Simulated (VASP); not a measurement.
# CuO in VASP: settings compared, part 2 of 2

VASP 6.6.1.

### Step 4. Single point, PBE

The input, INCAR:

```
SYSTEM = CuO
ALGO     = Normal         ! electronic algorithm
EDIFF    = 1E-6           ! SCF threshold, eV
ENCUT    = 520            ! plane-wave cutoff, eV
GGA      = PE             ! functional
ISIF     = 2              ! what is computed and relaxed
ISMEAR   = -1             ! smearing method
LASPH    = .True.         ! aspherical terms in the spheres
LCHARG   = .False.        ! write CHGCAR
LREAL    = .False.        ! projectors in reciprocal space
LWAVE    = .False.        ! write WAVECAR
NBANDS   = 25             ! bands
NELM     = 60             ! most SCF steps
PREC     = Accurate       ! precision mode
SIGMA    = 0.05           ! smearing width, eV
```

The input, KPOINTS:

```
k-points
0
Gamma
  10 10 6
  0 0 0
```

The input, POSCAR:

```
CuO
1.0
    0.0004031901     -2.1243167508     -2.1174885888
   -2.1232091597      0.0001197832     -2.1172051819
    2.1251278015      2.1253851720     -4.2364487889
Cu O
2 2
Direct
    0.4999979173      0.5000003135      0.4999992357
   -0.0000020827      1.0000003135      0.9999992357
    0.7500020827      0.7499996865      0.7500007643
    0.2500020827      0.2499996865      0.2500007643
```

Potentials or basis: VASP PAW PBE potentials, release 64 (Cu, O).

Command:

```console
$ cat potpaw_PBE.64/Cu/POTCAR potpaw_PBE.64/O/POTCAR > POTCAR
$ mpirun -np 1 vasp_std > vasp.out
```

OUTCAR:

```text
SYSTEM = CuO
   EDIFF = 1E-6
   ENCUT = 520
   GGA = PE
   ISIF = 2
   ISMEAR = -1
   LASPH = .True.
   LREAL = .False.
   NELM = 60
   PREC = Accurate

 ion  position               nearest neighbor table
   1  0.500  0.500  0.500-   4 2.12   3 2.12   4 2.12   3 2.12   3 2.12   4 2.12
   2  1.000  0.000  1.000-   3 2.12   4 2.12   3 2.12   4 2.12   4 2.12   3 2.12
   3  0.750  0.750  0.750-   2 2.12   1 2.12   2 2.12   1 2.12   1 2.12   2 2.12
   4  0.250  0.250  0.250-   1 2.12   2 2.12   1 2.12   2 2.12   2 2.12   1 2.12

  LATTYP: Found a triclinic cell.
 ALAT       =     2.9984287439
 B/A-ratio  =     1.0017994420
[... 900 lines left out ...]
  --------------------------------------------------------------------------------------
  -------------------------------------------------------------------------------------
  Total        0.0863891      0.0820656      0.1028769      0.0001642     -0.0013401      0.0016364
  in kB        3.6210612      3.4398390      4.3121625      0.0068846     -0.0561701      0.0685919
  external PRESSURE =       3.7910209 kB  Pullay stress =       0.0000000 kB

 VOLUME and BASIS-vectors are now :
 -----------------------------------------------------------------------------
  energy-cutoff  :      520.00
  volume of cell :       38.22
      direct lattice vectors                 reciprocal lattice vectors
     0.000403190 -2.124316751 -2.117488589     0.117711306 -0.353031660 -0.118065085
    -2.123209160  0.000119783 -2.117205182    -0.353184432  0.117681396 -0.118128127
     2.125127802  2.125385172 -4.236448789     0.117672038  0.117642128 -0.117999077

 POSITION                                       TOTAL-FORCE (eV/Angst)
 -----------------------------------------------------------------------------------
      0.00116      0.00060     -4.23556         0.000000      0.000000      0.000000
      2.12553      0.00107     -6.35393         0.000000     -0.000000     -0.000000
      0.00174      0.00089     -6.35336        -0.000000      0.000000      0.000000
      0.00058      0.00029     -2.11779        -0.000000      0.000000     -0.000000
 -----------------------------------------------------------------------------------
    total drift:                               -0.004465      0.005460      0.013589

  FREE ENERGIE OF THE ION-ELECTRON SYSTEM (eV)
  ---------------------------------------------------
  free  energy   TOTEN  =       -19.0825912402 eV

  energy  without entropy=      -19.0584639474  energy(sigma->0) =      -19.07052759
```

It took 1.9 min on 1 thread of Intel Xeon 6975P-C (Granite Rapids), shared host; peak memory 0.34 GiB.

Results:

```
Free energy            : -19.0826 eV
Pressure               : 0.4 GPa
Band gap on the k mesh : zero (bands 17 and 18 overlap by 1.16 eV)
```

Caveat: semilocal functionals often make such compounds metallic where correlation or magnetic order opens a gap, which also shifts bond lengths. With open d or f shells a metallic result of PBE can be an artefact of self-interaction; +U or a hybrid may open a gap.

### Step 5. Single point, PBE

The input, INCAR:

```
SYSTEM = CuO
PREC = Accurate
ENCUT = 520
EDIFF = 1E-6
ISMEAR = -1
SIGMA = 0.05
LREAL = .FALSE.
LASPH = .TRUE.
NELM = 100
ALGO = Normal
ISIF = 2
LWAVE = .FALSE.
LCHARG = .FALSE.
GGA = PE
NBANDS = 25
```

The input, KPOINTS:

```
regular mesh
0
G
  10 10 6
  0 0 0
```

The input, POSCAR:

```
CuO
1.0
    0.0003869180     -2.1249203432     -2.1189215995
   -2.1238709151      0.0001084031     -2.1186430846
    2.1257489802      2.1259628636     -4.2392726375
Cu O
2 2
Direct
    0.4999956773      0.5000028065      0.4999992685
   -0.0000043227      1.0000028065      0.9999992685
    0.7500043227      0.7499971935      0.7500007315
    0.2500043227      0.2499971935      0.2500007315
```

Potentials or basis: VASP PAW PBE potentials, release 64 (Cu, O).

Command:

```console
$ cat potpaw_PBE.64/Cu/POTCAR potpaw_PBE.64/O/POTCAR > POTCAR
$ mpirun -np 1 vasp_std > vasp.out
```

OUTCAR:

```text
SYSTEM = CuO
   PREC = Accurate
   ENCUT = 520
   EDIFF = 1E-6
   ISMEAR = -1
   LREAL = .FALSE.
   LASPH = .TRUE.
   NELM = 100
   ISIF = 2
   GGA = PE

 ion  position               nearest neighbor table
   1  0.500  0.500  0.500-   4 2.12   3 2.12   4 2.12   3 2.12   3 2.13   4 2.13
   2  1.000  0.000  1.000-   3 2.12   4 2.12   3 2.12   4 2.12   4 2.13   3 2.13
   3  0.750  0.750  0.750-   2 2.12   1 2.12   2 2.12   1 2.12   1 2.13   2 2.13
   4  0.250  0.250  0.250-   1 2.12   2 2.12   1 2.12   2 2.12   2 2.13   1 2.13

  LATTYP: Found a triclinic cell.
 ALAT       =     2.9999126980
 B/A-ratio  =     1.0015956197
 C/A-ratio  =     1.7324206380
 COS(alpha) =     0.0000584394
 COS(beta)  =     0.2865085342
 COS(gamma) =     0.5004850039

  Lattice vectors:

 A1 = (  -2.1238709151,   0.0001084031,  -2.1186430846)
 A2 = (  -2.1242578331,   2.1250287463,   0.0002785149)
 A3 = (   2.1257489802,   2.1259628636,  -4.2392726375)

Analysis of symmetry for initial positions (statically):
=====================================================================
 Subroutine PRICEL returns following result:

  LATTYP: Found a triclinic cell.
 ALAT       =     3.0015143161
[... 199 lines left out ...]

 val. band max:        6.0731298428   @ k =   0.1000   0.3000   0.3333
 cond. band min:       6.0779537503   @ k =   0.3000  -0.1000   0.3333
 fundamental gap:      0.0048239075
 Fermi energy:         6.0776938207

 k-point     1 :       0.0000    0.0000    0.0000
  band No.  band energies     occupation
      1     -13.3915      2.00000
      2     -12.1308      2.00000
      3      -1.3131      2.00000
      4       1.2166      2.00000
      5       1.2249      2.00000
      6       3.6535      2.00000
[... 661 lines left out ...]
     24      17.3516      0.00000
     25      19.3759      0.00000

 [... further k-points ...]

------------------------ aborting loop because EDIFF is reached ----------------------------------------

  FORCE on cell =-STRESS in cart. coord.  units (eV):
  Direction    XX          YY          ZZ          XY          YZ          ZX
  --------------------------------------------------------------------------------------
  -------------------------------------------------------------------------------------
  Total        0.0253084      0.0213631      0.0365780      0.0002144     -0.0012991      0.0016386
  in kB        1.0594899      0.8943248      1.5312670      0.0089752     -0.0543862      0.0685982
  external PRESSURE =       1.1616939 kB  Pullay stress =       0.0000000 kB

 VOLUME and BASIS-vectors are now :
 -----------------------------------------------------------------------------
  energy-cutoff  :      520.00
  volume of cell :       38.27
      direct lattice vectors                 reciprocal lattice vectors
     0.000386918 -2.124920343 -2.118921600     0.117676572 -0.352932524 -0.117985001
    -2.123870915  0.000108403 -2.118643085    -0.353076078  0.117649351 -0.118046893
     2.125748980  2.125962864 -4.239272638     0.117636869  0.117609649 -0.117921125

 POSITION                                       TOTAL-FORCE (eV/Angst)
 -----------------------------------------------------------------------------------
      0.00112      0.00058     -4.23841         0.000083     -0.000086     -0.000075
      2.12613      0.00105     -6.35819         0.000083     -0.000086     -0.000075
      0.00171      0.00086     -6.35763        -0.000083      0.000086      0.000075
      0.00057      0.00028     -2.11922        -0.000083      0.000086      0.000075
 -----------------------------------------------------------------------------------
    total drift:                               -0.000005      0.000010      0.000013

  FREE ENERGIE OF THE ION-ELECTRON SYSTEM (eV)
  ---------------------------------------------------
  free  energy   TOTEN  =       -19.0827357266 eV

  energy  without entropy=      -19.0585703352  energy(sigma->0) =      -19.07065303
```

OSZICAR:

```text
N       E                     dE             d eps       ncg     rms          rms(c)
DAV:   1     0.283659484691E+03    0.28366E+03   -0.16589E+04 16817   0.220E+03
DAV:   2     0.883608914071E+01   -0.27482E+03   -0.25499E+03 15569   0.399E+02
DAV:   3    -0.234530109294E+02   -0.32289E+02   -0.30324E+02 18639   0.148E+02
DAV:   4    -0.245135066296E+02   -0.10605E+01   -0.10520E+01 18661   0.292E+01
DAV:   5    -0.245307211790E+02   -0.17215E-01   -0.17207E-01 19126   0.327E+00    0.154E+01
DAV:   6    -0.217940213010E+02    0.27367E+01   -0.31101E+01 20982   0.129E+02    0.122E+01
DAV:   7    -0.190513393224E+02    0.27427E+01   -0.78800E+00 18365   0.102E+02    0.235E+00
DAV:   8    -0.191270017168E+02   -0.75662E-01   -0.12446E+00 18086   0.806E+00    0.152E+00
DAV:   9    -0.190951000919E+02    0.31902E-01   -0.67372E-02 25510   0.888E+00    0.853E-01
DAV:  10    -0.190826720621E+02    0.12428E-01   -0.23716E-02 24259   0.477E+00    0.284E-01
DAV:  11    -0.190826357286E+02    0.36334E-04   -0.73251E-03 17985   0.706E-01    0.472E-02
DAV:  12    -0.190827145797E+02   -0.78851E-04   -0.17826E-04 21349   0.165E-01    0.545E-02
DAV:  13    -0.190827349326E+02   -0.20353E-04   -0.58729E-05 20583   0.172E-01    0.955E-03
DAV:  14    -0.190827356785E+02   -0.74591E-06   -0.15219E-05 22756   0.317E-02    0.210E-03
DAV:  15    -0.190827357266E+02   -0.48119E-07   -0.20532E-07  8473   0.910E-03
   1 F= -.19082736E+02 E0= -.19070653E+02  d E =-.241654E-01
```

It took 1.7 min on 1 thread of Intel Xeon 6975P-C (Granite Rapids), shared host; peak memory 0.35 GiB.

What came out:

| Quantity | Value |
| --- | --- |
| Free energy | -19.0827 eV |
| Pressure | 0.1 GPa |
| Band gap on the k mesh | zero (bands 17 and 18 overlap by 1.16 eV) |

Caveat: semilocal functionals often make such compounds metallic where correlation or magnetic order opens a gap, which also shifts bond lengths.

### Step 6. Single point, PBE+U

This run uses another cell than the first one, of 9.72 Å³/atom.

The input, INCAR:

```
SYSTEM = CuO
PREC = Accurate
ENCUT = 520
EDIFF = 1E-7
ISMEAR = -1
SIGMA = 0.05
LREAL = .False.
LASPH = .True.
NELM = 150
ALGO = Normal
ISIF = 2
LWAVE = .False.
LCHARG = .False.
LMAXMIX = 4
LDAU = .True.
LDAUTYPE = 2
LDAUL = 2 -1
LDAUU = 5.3 0
LDAUJ = 0 0
LDAUPRINT = 1
GGA = PE
NBANDS = 25
```

The input, KPOINTS:

```
Automatic mesh
0
Gamma
  10 10 6
  0 0 0
```

The input, POSCAR:

```
CuO
1.0
    0.0005517805     -2.1362462928     -2.1288688550
   -2.1361383796      0.0006087356     -2.1289258101
    2.1368207543      2.1370995328     -4.2591427304
Cu O
2 2
Direct
    0.4999961161      0.5000018584      0.4999992266
   -0.0000038839      1.0000018584      0.9999992266
    0.7500038839      0.7499981416      0.7500007734
    0.2500038839      0.2499981416      0.2500007734
```

Potentials or basis: VASP PAW PBE potentials, release 64 (Cu, O).

Command:

```console
$ cat potpaw_PBE.64/Cu/POTCAR potpaw_PBE.64/O/POTCAR > POTCAR
$ mpirun -np 1 vasp_std > vasp.out
```

Wall time 7.3 min (1 thread of Intel Xeon 8259CL, shared host); peak memory 0.36 GiB.

The run converged. Its results:

```
Free energy            : -15.4938 eV
Pressure               : -6.2 GPa
Band gap on the k mesh : zero (bands 17 and 18 overlap by 1.19 eV)
```

Stress tensor (GPa, compression positive):
```
-6.18  0.01  0.00
 0.01 -6.18  0.00
 0.00  0.00 -6.33
```

Levels at points of the mesh, in eV from the Fermi level:
| k point | band 14 | band 15 | band 16 | band 17 | band 18 | band 19 | band 20 | band 21 |
| --- | --- | --- | --- | --- | --- | --- | --- | --- |
| (0.00, 0.00, 0.00) | -1.79 | -1.78 | -1.78 | 0.71 | 0.74 | 2.12 | 6.53 | 10.08 |
| (0.50, 0.00, 0.00) | -2.18 | -0.70 | -0.70 | -0.45 | -0.45 | 7.87 | 7.87 | 10.16 |
| (0.00, 0.50, 0.00) | -2.18 | -0.70 | -0.70 | -0.45 | -0.45 | 7.87 | 7.87 | 10.16 |
| (0.50, 0.50, 0.00) | -2.27 | -2.02 | -1.82 | 0.71 | 0.74 | 6.46 | 6.52 | 10.08 |
| (0.00, 0.00, 0.50) | -2.32 | -0.17 | -0.17 | -0.15 | -0.15 | 4.83 | 4.83 | 12.53 |
| (0.50, 0.00, 0.50) | -2.26 | -2.02 | -1.84 | 0.71 | 0.74 | 6.46 | 6.53 | 10.08 |
| (0.00, 0.50, 0.50) | -2.26 | -2.02 | -1.84 | 0.71 | 0.74 | 6.46 | 6.53 | 10.08 |
| (0.50, 0.50, 0.50) | -2.18 | -0.69 | -0.69 | -0.47 | -0.47 | 7.88 | 7.88 | 10.16 |

Eigenvalues of the final occupation matrices:
```
    site  spin  trace               eigenvalues
site 1 d     1   4.66  0.88 0.88 0.97 0.97 0.97
site 1 d     2   4.66  0.88 0.88 0.97 0.97 0.97
site 2 d     1   4.66  0.88 0.88 0.97 0.97 0.97
site 2 d     2   4.66  0.88 0.88 0.97 0.97 0.97
```

Caveat: the cell stands under tension; U without spin polarisation on a metal has little footing.

### Step 7. Overview

| level | U | cell | gap on the mesh (eV) | pressure (GPa) |
| --- | --- | --- | --- | --- |
| PBE | - | a = 3.000, b = 2.999, c = 5.196 Å, angles 73.3, 73.4, 60.1°, 4 atoms | none | 0.3 |
| PBE | - | a = 3.000, b = 2.999, c = 5.194 Å, angles 73.4, 73.4, 60.1°, 4 atoms | none | 0.4 |
| PBE | - | a = 2.999, b = 2.998, c = 5.194 Å, angles 73.4, 73.4, 60.1°, 4 atoms | none | 0.4 |
| PBE | - | a = 3.001, b = 3.000, c = 5.197 Å, angles 73.4, 73.4, 60.1°, 4 atoms | none | 0.1 |
| PBE+U | Cu d U = 5.3 eV | a = 3.016, b = 3.016, c = 5.222 Å, angles 73.4, 73.4, 60.1°, 4 atoms | none | -6.2 |

Alike in all rows: task single point; potentials or basis VASP PAW PBE potentials, release 64 (Cu, O); no spin polarisation; k mesh 10 × 10 × 6; cutoff (eV) 520; smearing fermi-dirac 0.05 eV.

Caveats: semilocal functionals often make such compounds metallic where correlation or magnetic order opens a gap, which also shifts bond lengths (at least some runs); the cell stands under tension (at least some runs); U without spin polarisation on a metal has little footing (at least some runs).

Total energies depend on the potentials used, so only differences within one code and one set of settings carry meaning.
